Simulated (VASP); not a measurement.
# BP (F-43m) in VASP: a series of runs, part 2 of 2

VASP 6.6.1. Earlier steps stand in the parts before.

## 3. Single point, r2SCAN

This run uses another cell than the first one, of 11.67 Å³/atom, 1.064 times its volume.

Contents of POSCAR:

```
BP
1.0
    0.0000000000      2.2682668121      2.2682668121
    2.2682668121      0.0000000000      2.2682668121
    2.2682668121      2.2682668121      0.0000000000
B P
1 1
Direct
    0.0000000000      0.0000000000      0.0000000000
    0.2500000000      0.2500000000      0.2500000000
```

Contents of INCAR.step1:

```
SYSTEM = BP
PREC = Accurate
ENCUT = 520
ISMEAR = 0
SIGMA = 0.02
LREAL = .False.
LASPH = .True.
NELM = 60
NBANDS = 11
GGA = PE
ALGO = Normal
EDIFF = 1E-4
LWAVE = .True.
LCHARG = .False.
```

Contents of INCAR.step2:

```
SYSTEM = BP
PREC = Accurate
ENCUT = 520
EDIFF = 1E-6
ISMEAR = 0
SIGMA = 0.02
LREAL = .False.
LASPH = .True.
NELM = 60
ALGO = Normal
ISIF = 2
LWAVE = .False.
LCHARG = .False.
METAGGA = R2SCAN
LMIXTAU = .True.
NBANDS = 11
ISTART = 1
```

Contents of KPOINTS:

```
Automatic mesh
0
Gamma
  10 10 10
  0 0 0
```

Potentials or basis: VASP PAW PBE potentials, release 64 (B, P).

On the command line:

```sh
$ cat potpaw_PBE.64/B/POTCAR potpaw_PBE.64/P/POTCAR > POTCAR
$ cp INCAR.step1 INCAR
$ mpirun -np 1 vasp_std > vasp.out
$ cp INCAR.step2 INCAR
$ mpirun -np 1 vasp_std > vasp.out
```

OUTCAR:

```text
SYSTEM = BP
   PREC = Accurate
   ENCUT = 520
   EDIFF = 1E-6
   ISMEAR = 0
   LREAL = .False.
   LASPH = .True.
   NELM = 60
   ISIF = 2
   METAGGA = R2SCAN
   ISTART = 1

 ion  position               nearest neighbor table
   1  0.000  0.000  0.000-   2 1.96   2 1.96   2 1.96   2 1.96
   2  0.250  0.250  0.250-   1 1.96   1 1.96   1 1.96   1 1.96

  LATTYP: Found a face centered cubic cell.
 ALAT       =     4.5365336242

  Lattice vectors:

 A1 = (   0.0000000000,   2.2682668121,   2.2682668121)
 A2 = (   2.2682668121,   0.0000000000,   2.2682668121)
 A3 = (   2.2682668121,   2.2682668121,   0.0000000000)
[... 513 lines left out ...]
      8      17.5658      0.00000
      9      22.4532      0.00000
     10      23.4360      0.00000
     11      25.5608      0.00000

 [... further k-points ...]
[... 5 lines left out ...]
  --------------------------------------------------------------------------------------
  -------------------------------------------------------------------------------------
  Total       -0.0741699     -0.0741699     -0.0741699      0.0000000      0.0000000     -0.0000000
  in kB       -5.0912651     -5.0912651     -5.0912651      0.0000000      0.0000000     -0.0000000
  external PRESSURE =      -5.0912651 kB  Pullay stress =       0.0000000 kB

 VOLUME and BASIS-vectors are now :
 -----------------------------------------------------------------------------
  energy-cutoff  :      520.00
  volume of cell :       23.34
      direct lattice vectors                 reciprocal lattice vectors
     0.000000000  2.268266812  2.268266812    -0.220432622  0.220432622  0.220432622
     2.268266812  0.000000000  2.268266812     0.220432622 -0.220432622  0.220432622
     2.268266812  2.268266812  0.000000000     0.220432622  0.220432622 -0.220432622

 POSITION                                       TOTAL-FORCE (eV/Angst)
 -----------------------------------------------------------------------------------
      0.00000      0.00000      0.00000         0.000000      0.000000      0.000000
      1.13413      1.13413      1.13413        -0.000000     -0.000000     -0.000000
 -----------------------------------------------------------------------------------
    total drift:                                0.000000      0.000000      0.000000

  FREE ENERGIE OF THE ION-ELECTRON SYSTEM (eV)
  ---------------------------------------------------
  free  energy   TOTEN  =       -17.3113140021 eV

  energy  without entropy=      -17.3113140021  energy(sigma->0) =      -17.31131400
```

OUTCAR.step1:

```text
SYSTEM = BP
   PREC = Accurate
   ENCUT = 520
   ISMEAR = 0
   LREAL = .False.
   LASPH = .True.
[... 557 lines left out ...]
      0.00000      0.00000      0.00000        -0.000000     -0.000000     -0.000000
      1.13413      1.13413      1.13413         0.000000      0.000000      0.000000
 -----------------------------------------------------------------------------------
    total drift:                                0.000000      0.000000      0.000000

  FREE ENERGIE OF THE ION-ELECTRON SYSTEM (eV)
  ---------------------------------------------------
  free  energy   TOTEN  =       -12.9303240548 eV

  energy  without entropy=      -12.9303240548  energy(sigma->0) =      -12.93032405
```

OSZICAR.step1:

```text
N       E                     dE             d eps       ncg     rms          rms(c)
DAV:   1     0.104415873154E+02    0.10442E+02   -0.40976E+03  1034   0.667E+02
DAV:   2    -0.129784233873E+02   -0.23420E+02   -0.22564E+02  1294   0.112E+02
DAV:   3    -0.136370577715E+02   -0.65863E+00   -0.65669E+00  1343   0.164E+01
DAV:   4    -0.136399163735E+02   -0.28586E-02   -0.28584E-02  1153   0.121E+00
DAV:   5    -0.136399306436E+02   -0.14270E-04   -0.14270E-04  1291   0.890E-02    0.722E+00
DAV:   6    -0.130287382951E+02    0.61119E+00   -0.13931E+00  1172   0.511E+00    0.389E+00
DAV:   7    -0.129376244929E+02    0.91114E-01   -0.23411E-01  1280   0.241E+00    0.133E+00
DAV:   8    -0.129297939516E+02    0.78305E-02   -0.26693E-02  1227   0.934E-01    0.193E-01
DAV:   9    -0.129301167912E+02   -0.32284E-03   -0.71546E-04  1201   0.181E-01    0.123E-01
DAV:  10    -0.129303133981E+02   -0.19661E-03   -0.24727E-04  1160   0.988E-02    0.283E-02
DAV:  11    -0.129303240548E+02   -0.10657E-04   -0.11124E-05   607   0.224E-02
   1 F= -.12930324E+02 E0= -.12930324E+02  d E =-.307991E-24
```

Run time: 37 s. Hardware: 1 thread of Intel Xeon Platinum 8375C at 2.90GHz (Ice Lake), shared host; peak memory 0.14 GiB.

What came out:

| Property | Result |
| --- | --- |
| Free energy | -17.3113 eV |
| Pressure | -0.5 GPa |
| Band gap on the k mesh | 1.45 eV, indirect (least direct gap 3.64 eV) |

Caveat: the PAW data sets were made with another functional, which shifts forces and pressure a little. r2SCAN opens gaps a little over a GGA but as a rule still falls short of measured ones.

## 4. Single point, r2SCAN (volume scaled by 1.03)

Contents of POSCAR:

```
BP
1.0
    0.0000000000      2.2907263600      2.2907263600
    2.2907263600      0.0000000000      2.2907263600
    2.2907263600      2.2907263600      0.0000000000
B P
1 1
Direct
    0.0000000000      0.0000000000      0.0000000000
    0.2500000000      0.2500000000      0.2500000000
```

Contents of INCAR.step1:

```
SYSTEM = BP
ALGO = Normal
EDIFF = 1E-4
ENCUT = 520
GGA = PE
ISMEAR = 0
LASPH = .True.
LCHARG = .False.
LREAL = .False.
LWAVE = .True.
NBANDS = 11
NELM = 100
PREC = Accurate
SIGMA = 0.02
```

Contents of INCAR.step2:

```
SYSTEM = BP
ALGO = Normal
EDIFF = 1E-6
ENCUT = 520
ISIF = 2
ISMEAR = 0
ISTART = 1
LASPH = .True.
LCHARG = .False.
LMIXTAU = .True.
LREAL = .False.
LWAVE = .False.
METAGGA = R2SCAN
NBANDS = 11
NELM = 100
PREC = Accurate
SIGMA = 0.02
```

Contents of KPOINTS:

```
k-points
0
Gamma
  10 10 10
  0 0 0
```

On the command line:

```sh
$ cat potpaw_PBE.64/B/POTCAR potpaw_PBE.64/P/POTCAR > POTCAR
$ cp INCAR.step1 INCAR
$ mpirun -np 1 vasp_std > vasp.out
$ cp INCAR.step2 INCAR
$ mpirun -np 1 vasp_std > vasp.out
```

Wall time 38 s (1 thread of Intel Xeon Platinum 8375C at 2.90GHz (Ice Lake), shared host); peak memory 0.14 GiB.

It converged, with:

```yaml
Free_energy: -17.2991 eV
Pressure: -5.2 GPa
Band_gap_on_the_k_mesh: 1.48 eV, indirect (least direct gap 3.60 eV)
```

Levels at points of the mesh, in eV from the valence-band top:
```csv
k point,band 1,band 2,band 3,band 4,band 5,band 6,band 7,band 8
"(0.00, 0.00, 0.00)",-16.00,0.00,0.00,0.00,3.60,3.60,3.60,7.56
"(0.50, 0.00, 0.00)",-12.62,-9.29,-1.83,-1.83,3.96,5.01,5.01,10.81
"(0.50, 0.50, 0.00)",-10.99,-8.97,-4.24,-4.24,1.59,1.93,12.78,12.78
```

Caveat: the cell differs from its parent crystal (volume scaled by 1.03); the PAW data sets were made with another functional, which shifts forces and pressure a little. A k mesh can miss the band edges.

## 5. Single point, r2SCAN

This run uses another cell than the first one, of 11.68 Å³/atom, 1.065 times its volume.

Contents of POSCAR:

```
BP
1.0
    0.0000000000      2.2690000000      2.2690000000
    2.2690000000      0.0000000000      2.2690000000
    2.2690000000      2.2690000000      0.0000000000
B P
1 1
Direct
    0.0000000000      0.0000000000      0.0000000000
    0.2500000000      0.2500000000      0.2500000000
```

Contents of INCAR.step1:

```
SYSTEM = BP
  PREC = Accurate
  ENCUT = 550
  ISMEAR = 0
  SIGMA = 0.1
  LREAL = .False.
  LASPH = .True.
  NELM = 120
  NBANDS = 11
  GGA = PE
  ALGO = Normal
  EDIFF = 1E-5
  LWAVE = .True.
  LCHARG = .False.
  GGA_COMPAT = .False.
```

Contents of INCAR.step2:

```
SYSTEM = BP
  PREC = Accurate
  ENCUT = 550
  EDIFF = 1E-6
  ISMEAR = 0
  SIGMA = 0.1
  LREAL = .False.
  LASPH = .True.
  NELM = 120
  ALGO = Normal
  ISIF = 2
  LWAVE = .False.
  LCHARG = .False.
  METAGGA = R2SCAN
  LMIXTAU = .True.
  NBANDS = 11
  ISTART = 1
  GGA_COMPAT = .False.
```

Contents of KPOINTS:

```
Automatic mesh
0
Gamma
  6 6 6
  0 0 0
```

On the command line:

```sh
$ cat potpaw_PBE.64/B/POTCAR potpaw_PBE.64/P/POTCAR > POTCAR
$ cp INCAR.step1 INCAR
$ mpirun -np 1 vasp_std > vasp.out
$ cp INCAR.step2 INCAR
$ mpirun -np 1 vasp_std > vasp.out
```

Run time: 44 s. Hardware: 1 thread of Intel Xeon 8259CL, shared host; peak memory 0.15 GiB.

Results (log left out):

- Free energy: -17.2955 eV
- Pressure: -0.6 GPa
- Band gap on the k mesh: 1.54 eV, indirect (least direct gap 3.64 eV)

Levels at points of the mesh, in eV from the valence-band top:
| k point | band 1 | band 2 | band 3 | band 4 | band 5 | band 6 | band 7 | band 8 |
| --- | --- | --- | --- | --- | --- | --- | --- | --- |
| (0.00, 0.00, 0.00) | -16.26 | 0.00 | 0.00 | 0.00 | 3.64 | 3.64 | 3.64 | 8.01 |
| (0.50, 0.00, 0.00) | -12.77 | -9.50 | -1.87 | -1.87 | 4.14 | 5.03 | 5.03 | 10.92 |
| (0.50, 0.50, 0.00) | -11.10 | -9.13 | -4.35 | -4.35 | 1.54 | 1.91 | 13.06 | 13.06 |

Caveat: the PAW data sets were made with another functional, which shifts forces and pressure a little. r2SCAN opens gaps a little over a GGA but as a rule still falls short of measured ones.

## 6. Single point, r2SCAN (volume scaled by 0.97)

Contents of POSCAR:

```
BP
1.0
    0.0000000000      2.2453534596      2.2453534596
    2.2453534596      0.0000000000      2.2453534596
    2.2453534596      2.2453534596      0.0000000000
B P
1 1
Direct
    0.0000000000      0.0000000000      0.0000000000
    0.2500000000      0.2500000000      0.2500000000
```

INCAR.step1, as its differences from that of step 5:

```diff
@@ -4,3 +4,3 @@
   ISMEAR = 0
-  SIGMA = 0.1
+  SIGMA = 0.02
   LREAL = .False.
```

INCAR.step2, as its differences from that of step 5:

```diff
@@ -5,3 +5,3 @@
   ISMEAR = 0
-  SIGMA = 0.1
+  SIGMA = 0.02
   LREAL = .False.
@@ -12,5 +12,7 @@
   LWAVE = .False.
-  LCHARG = .False.
+  LCHARG = .True.
   METAGGA = R2SCAN
   LMIXTAU = .True.
+  LELF = .True.
+  LVHAR = .True.
   NBANDS = 11
```

Contents of KPOINTS:

```
Automatic mesh
0
Gamma
  10 10 10
  0 0 0
```

Potentials or basis: VASP PAW PBE potentials, release 64 (B, P).

On the command line:

```sh
$ cat potpaw_PBE.64/B/POTCAR potpaw_PBE.64/P/POTCAR > POTCAR
$ cp INCAR.step1 INCAR
$ mpirun -np 1 vasp_std > vasp.out
$ cp INCAR.step2 INCAR
$ mpirun -np 1 vasp_std > vasp.out
```

OUTCAR:

```text
SYSTEM = BP
   PREC = Accurate
   ENCUT = 550
   EDIFF = 1E-6
   ISMEAR = 0
   LREAL = .False.
   LASPH = .True.
   NELM = 120
   ISIF = 2
   METAGGA = R2SCAN
   ISTART = 1

 ion  position               nearest neighbor table
   1  0.000  0.000  0.000-   2 1.94   2 1.94   2 1.94   2 1.94
   2  0.250  0.250  0.250-   1 1.94   1 1.94   1 1.94   1 1.94

  LATTYP: Found a face centered cubic cell.
 ALAT       =     4.4907069192

  Lattice vectors:

 A1 = (   0.0000000000,   2.2453534596,   2.2453534596)
 A2 = (   2.2453534596,   0.0000000000,   2.2453534596)
 A3 = (   2.2453534596,   2.2453534596,   0.0000000000)

Analysis of symmetry for initial positions (statically):
=====================================================================
 Subroutine PRICEL returns:
 Original cell was already a primitive cell.

 Routine SETGRP: Setting up the symmetry group for a
 face centered cubic supercell.

 Subroutine GETGRP returns: Found 24 space group operations
 (whereof 24 operations were pure point group operations)
 out of a pool of 48 trial point group operations.

The static configuration has the point symmetry T_d .

Analysis of symmetry for dynamics (positions and initial velocities):
=====================================================================
 Subroutine PRICEL returns:
 Original cell was already a primitive cell.

 Routine SETGRP: Setting up the symmetry group for a
 face centered cubic supercell.

 Subroutine GETGRP returns: Found 24 space group operations
 (whereof 24 operations were pure point group operations)
 out of a pool of 48 trial point group operations.

The dynamic configuration has the point symmetry T_d .

 Subroutine INISYM returns: Found 24 space group operations
 (whereof 24 operations are pure point group operations),
 and found     1 'primitive' translations

----------------------------------------------------------------------------------------

[... 119 lines left out ...]
   AEXX    =    0.0000 exact exchange contribution
   IVDW    =     0    specifies the selected vdW correction
   LEPSILON=     F    determine dielectric tensor
   LRPA    =     F    only Hartree local field effects (RPA)
 non-spin polarized calculation
 Gauss-broadening in eV      SIGMA  =   0.02
  energy-cutoff  :      550.00
  volume of cell :       22.64
 maximum number of plane-waves:       678
   NGX = 13   NGY = 13   NGZ = 13

 number of electron       8.0000001 magnetization

 Free energy of the ion-electron system (eV)
  ---------------------------------------------------
  ext. energy  EPLUGINS =         0.00000000
  ---------------------------------------------------
  free energy    TOTEN  =       -17.30248416 eV

  energy without entropy =      -17.30248416  energy(sigma->0) =      -17.30248416

 E-fermi :   7.9411     XC(G=0): -11.6438

 val. band max:        7.7672542718   @ k =   0.0000   0.0000   0.0000
 cond. band min:       9.1717151338   @ k =   0.4000   0.4000   0.0000
 fundamental gap:      1.4044608620
 Fermi energy:         7.9411138085

 k-point     1 :       0.0000    0.0000    0.0000
  band No.  band energies     occupation
      1      -8.7852      2.00000
      2       7.7673      2.00000
      3       7.7673      2.00000
      4       7.7673      2.00000
      5      11.4574      0.00000
      6      11.4574      0.00000
      7      11.4574      0.00000
      8      16.2872      0.00000
      9      20.4156      0.00000
     10      20.5036      0.00000
     11      20.5036      0.00000
[... 309 lines left out ...]
 k-point    24 :       0.4000    0.3000    0.0000
  band No.  band energies     occupation
      1      -5.6030      2.00000
      2       1.1741      2.00000
      3       3.3882      2.00000
      4       3.9519      2.00000
      5       9.7857      0.00000
      6      11.7087      0.00000
      7      18.1261      0.00000
      8      18.1705      0.00000
      9      23.2052      0.00000
     10      23.9845      0.00000
     11      26.3981      0.00000

 [... further k-points ...]

------------------------ aborting loop because EDIFF is reached ----------------------------------------

  FORCE on cell =-STRESS in cart. coord.  units (eV):
  Direction    XX          YY          ZZ          XY          YZ          ZX
  --------------------------------------------------------------------------------------
  -------------------------------------------------------------------------------------
  Total        0.6946405      0.6946405      0.6946405      0.0000000      0.0000000      0.0000000
  in kB       49.1571304     49.1571304     49.1571304      0.0000000      0.0000000      0.0000000
  external PRESSURE =      49.1571304 kB  Pullay stress =       0.0000000 kB

 VOLUME and BASIS-vectors are now :
 -----------------------------------------------------------------------------
  energy-cutoff  :      550.00
  volume of cell :       22.64
      direct lattice vectors                 reciprocal lattice vectors
     0.000000000  2.245353460  2.245353460    -0.222682089  0.222682089  0.222682089
     2.245353460  0.000000000  2.245353460     0.222682089 -0.222682089  0.222682089
     2.245353460  2.245353460  0.000000000     0.222682089  0.222682089 -0.222682089

 POSITION                                       TOTAL-FORCE (eV/Angst)
 -----------------------------------------------------------------------------------
      0.00000      0.00000      0.00000        -0.000000     -0.000000     -0.000000
      1.12268      1.12268      1.12268         0.000000      0.000000      0.000000
 -----------------------------------------------------------------------------------
    total drift:                                0.000000      0.000000      0.000000

  FREE ENERGIE OF THE ION-ELECTRON SYSTEM (eV)
  ---------------------------------------------------
  free  energy   TOTEN  =       -17.3024841594 eV

  energy  without entropy=      -17.3024841594  energy(sigma->0) =      -17.30248416
```

OUTCAR.step1:

```text
SYSTEM = BP
   PREC = Accurate
   ENCUT = 550
   ISMEAR = 0
   LREAL = .False.
   LASPH = .True.
[... 557 lines left out ...]
      0.00000      0.00000      0.00000         0.000000      0.000000      0.000000
      1.12268      1.12268      1.12268        -0.000000     -0.000000     -0.000000
 -----------------------------------------------------------------------------------
    total drift:                               -0.000000     -0.000000      0.000000

  FREE ENERGIE OF THE ION-ELECTRON SYSTEM (eV)
  ---------------------------------------------------
  free  energy   TOTEN  =       -12.9145615016 eV

  energy  without entropy=      -12.9145615016  energy(sigma->0) =      -12.91456150
```

OSZICAR.step1:

```text
N       E                     dE             d eps       ncg     rms          rms(c)
DAV:   1     0.112660500278E+02    0.11266E+02   -0.41650E+03  1034   0.689E+02
DAV:   2    -0.129941934837E+02   -0.24260E+02   -0.23050E+02  1449   0.115E+02
DAV:   3    -0.136882095487E+02   -0.69402E+00   -0.69197E+00  1277   0.168E+01
DAV:   4    -0.136909541913E+02   -0.27446E-02   -0.27444E-02  1223   0.127E+00
DAV:   5    -0.136909672793E+02   -0.13088E-04   -0.13088E-04  1270   0.838E-02    0.754E+00
DAV:   6    -0.130230614070E+02    0.66791E+00   -0.14792E+00  1163   0.537E+00    0.406E+00
DAV:   7    -0.129221781933E+02    0.10088E+00   -0.26515E-01  1289   0.256E+00    0.137E+00
DAV:   8    -0.129140370348E+02    0.81412E-02   -0.27812E-02  1215   0.967E-01    0.203E-01
DAV:   9    -0.129143575360E+02   -0.32050E-03   -0.70914E-04  1213   0.183E-01    0.133E-01
DAV:  10    -0.129145501247E+02   -0.19259E-03   -0.24181E-04  1166   0.982E-02    0.291E-02
DAV:  11    -0.129145605599E+02   -0.10435E-04   -0.11341E-05  1266   0.223E-02    0.356E-02
DAV:  12    -0.129145615016E+02   -0.94165E-06   -0.44295E-06   604   0.105E-02
   1 F= -.12914562E+02 E0= -.12914562E+02  d E =-.291675E-41
```

Wall time 54 s (1 thread of Intel Xeon 8259CL, shared host); peak memory 0.14 GiB.

What came out:

```
Free energy            : -17.3025 eV
Pressure               : 4.9 GPa
Band gap on the k mesh : 1.40 eV, indirect (least direct gap 3.69 eV)
```

Caveat: the cell differs from its parent crystal (volume scaled by 0.97); the PAW data sets were made with another functional, which shifts forces and pressure a little.

## 7. Overview

```csv
cell,k mesh,cutoff (eV),smearing,gap on the mesh (eV),pressure (GPa)
"a = 3.142 Å, angles 60.0°, 2 atoms",10 × 10 × 10,520,gaussian 0.02 eV,1.36,11.2
"a = 3.208 Å, angles 60.0°, 2 atoms",10 × 10 × 10,520,gaussian 0.02 eV,1.45,-0.5
"a = 3.240 Å, angles 60.0°, 2 atoms",10 × 10 × 10,520,gaussian 0.02 eV,1.48,-5.2
"a = 3.209 Å, angles 60.0°, 2 atoms",6 × 6 × 6,550,gaussian 0.1 eV,1.54,-0.6
"a = 3.175 Å, angles 60.0°, 2 atoms",10 × 10 × 10,550,gaussian 0.02 eV,1.40,4.9
```

Alike in all rows: task single point; level r2SCAN; potentials or basis VASP PAW PBE potentials, release 64 (B, P); no spin polarisation.

Caveats: the PAW data sets were made with another functional, which shifts forces and pressure a little.

Absolute energies hang on the potentials; compare differences alone.
